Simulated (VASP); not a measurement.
Runs of VASP 6.6.1 on WC. The structure is that of space group P-6m2 (No. 187), or close to it. The cells are those of the table. 

```tsv
cell	gap on the mesh (eV)	pressure (GPa)	largest force (eV/Å)
a = 2.901, b = 2.901, c = 2.829 Å, angles 91.0, 90.0, 120.0°, 2 atoms	none	9.8	(b)
a = 2.901, b = 2.901, c = 2.829 Å, angles 88.5, 90.0, 120.0°, 2 atoms	none	10.0	0.03
a = 2.901, b = 2.901, c = 2.829 Å, angles 89.5, 90.0, 120.0°, 2 atoms	none	9.7	-
a = 2.901, b = 2.901, c = 2.830 Å, angles 92.0, 90.0, 120.0°, 2 atoms	none	10.3	(a)
```

Alike in all rows: task single point; level PBE; potentials or basis VASP PAW PBE potentials, release 64 (W_sv, C); no spin polarisation; k mesh 18 × 18 × 16; cutoff (eV) 520; smearing gaussian 0.15 eV.

Problem. Fill in the values left out.

Solution. (a) 0.05; (b) 0.01.

Caveats: spin-orbit coupling is left out, which moves the levels of the heavy elements.

A k mesh can miss the band edges, and the runs leave out spin-orbit coupling on W.

A gap of «none» marks levels without a gap at the run's occupations.
